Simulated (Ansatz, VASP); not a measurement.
**BaTiO3 in VASP and in Ansatz**

The input INCAR:

```
PREC     = Accurate       # precision mode
ENCUT    = 520            # plane-wave cutoff, eV
EDIFF    = 1E-7           # SCF threshold, eV
ISMEAR   = -1             # smearing method
SIGMA    = 0.05           # smearing width, eV
LREAL    = False          # projectors in reciprocal space
LASPH    = True           # aspherical terms in the spheres
NELM     = 80             # most SCF steps
ALGO     = Normal         # electronic algorithm
ISIF     = 2              # what is computed and relaxed
LWAVE    = False          # write WAVECAR
LCHARG   = False          # write CHGCAR
GGA      = PS             # functional
NBANDS   = 28             # bands
```

The input KPOINTS:

```
Automatic mesh
0
Gamma
  7 7 7
```

The input POSCAR:

```
BaTiO3
1.0
    4.0118948090      0.0000000000      0.0000000000
    0.0000000000      2.8556879648      2.8639926021
    0.0000000000     -2.8556879648      2.8639926021
Ba Ti O
1 1 3
Direct
    0.0000000000      0.0000000000      0.0000000000
    0.5000000000      0.5124000000      0.5124000000
    0.5000000000      0.9918400000      0.5052400000
    0.5000000000      0.5052400000      0.9918400000
    0.0000000000      0.4874000000      0.4874000000
```

Contents of input.yaml:

```yaml
crystal:
  lattice:
    - [4.011894809, 0.0, 0.0]
    - [0.0, 2.8556879648, 2.8639926021]
    - [0.0, -2.8556879648, 2.8639926021]
  atoms:
    - { symbol: Ba, position: [0.0, 0.0, 0.0] }
    - { symbol: Ti, position: [0.5, 0.5124, 0.5124] }
    - { symbol: O, position: [0.5, 0.99184, 0.50524] }
    - { symbol: O, position: [0.5, 0.50524, 0.99184] }
    - { symbol: O, position: [0.0, 0.4874, 0.4874] }
kpoints:
  mp_grid: { grid: [7, 7, 7] }
scf:
  occupations: { method: fermi_dirac, width: 0.05 }
hamiltonian:
  xc: pbesol
  pseudopotentials: { kind: all_electron, lapw: { basis_error: 0.002 } }
output:
  forces: true
  stress: true
  eigenvalues: true
```

Change from the starting cell: volume scaled by 1.02.

Alike in both runs: task single point; functional PBEsol; k mesh 7 × 7 × 7; occupations fermi-dirac, width 0.05 eV; no spin polarisation.

|  | VASP | Ansatz |
| --- | --- | --- |
| version | VASP 6.6.1 | Ansatz 0.2.0 |
| potentials or method | VASP PAW PBE potentials, release 64 (Ba_sv, Ti_sv, O), cutoff 520 eV | all-electron LAPW, scalar-relativistic |

Ansatz gave:

- gap on the k mesh at the Fermi level (eV): 1.89
- least direct gap on the mesh (eV): 2.01
- pressure (GPa): -7.0
- traceless stress, the component that is largest in VASP (GPa): -0.36
- rms of the force components (eV/Å): 0.167

Problem. Which values does VASP return?

Solution. gap on the k mesh at the Fermi level (eV): 1.84; least direct gap on the mesh (eV): 1.99; pressure (GPa): -5.3; traceless stress, the component that is largest in VASP (GPa): -0.35; rms of the force components (eV/Å): 0.159.

VASP's potentials were made for PBE, not for PBEsol. Atom by atom the forces differ by 0.013 eV/Å (rms over components). Ansatz ran all-electron here, and VASP with PAW potentials.

Spin-orbit coupling is off throughout.
